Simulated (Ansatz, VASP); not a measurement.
## CuF: VASP beside Ansatz

```
Cu F
1.0
     2.73846    0.00000    0.00000
     0.00000    2.73846    0.00000
     0.00000    0.00000    2.73846
Cu F
1 1
Cartesian
  0.0000 0.0000 0.0000
  1.3692 1.3692 1.3692
```

Alike in both runs: task single point; functional PBE; k mesh 10 × 10 × 10; occupations fermi-dirac, width 0.02 eV; no spin polarisation.

|  | VASP | Ansatz |
| --- | --- | --- |
| version | VASP 6.6.1 | Ansatz 0.2.0 |
| potentials or method | VASP PAW PBE potentials, release 64 (Cu, F) | plane waves, PAW |
| plane-wave cutoff (eV) | 520 | 420 |
| valence electrons in the cell | 18 | 26 |

|  | VASP | Ansatz | Ansatz less VASP |
| --- | --- | --- | --- |
| pressure (GPa) | 6.5 | 6.6 | +0.14 |

With one functional, cell and mesh, what is left measures potentials, basis and numerics. VASP's potentials hold 18 valence electrons a cell and Ansatz's 26, so a difference there can come from the potentials and not from the codes.
